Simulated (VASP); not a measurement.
## Ag: single point with PBE

Crystal: Ag.

```
Ag
1.0
     0.00000    2.04122    2.04122
     2.04122    0.00000    2.04122
     2.04122    2.04122    0.00000
Ag
1
Cartesian
  0.0000 0.0000 0.0000
```

```json
{
 "Program": "VASP 6.6.1",
 "Task": "single point",
 "Functional": "PBE",
 "Potentials or basis": "VASP PAW PBE potentials, release 64 (Ag)",
 "Cutoff": "520 eV",
 "k mesh": "18 × 18 × 18",
 "Occupations": "gaussian, width 0.1 eV",
 "Spin": "no spin polarisation"
}
```

| Item | Value |
| --- | --- |
| Pressure | 4.8 GPa |

Levels at points of the mesh, in eV from the Fermi level:
```tsv
k point	band 2	band 3	band 4	band 5	band 6	band 7	band 8	band 9	band 10	band 11
(0.00, 0.00, 0.00)	-4.78	-4.78	-4.78	-3.75	-3.75	16.06	19.65	19.65	19.65	24.46
(0.50, 0.00, 0.00)	-4.81	-4.81	-2.95	-2.95	-0.38	3.65	15.29	17.93	17.93	22.92
(0.50, 0.50, 0.00)	-6.29	-2.98	-2.74	-2.74	1.63	6.79	10.71	10.71	17.24	17.31
```

It took 26 s on 1 thread of Intel(R) Xeon(R) Platinum 8488C (Sapphire Rapids), with other jobs on the host, peak memory 0.17 GiB.
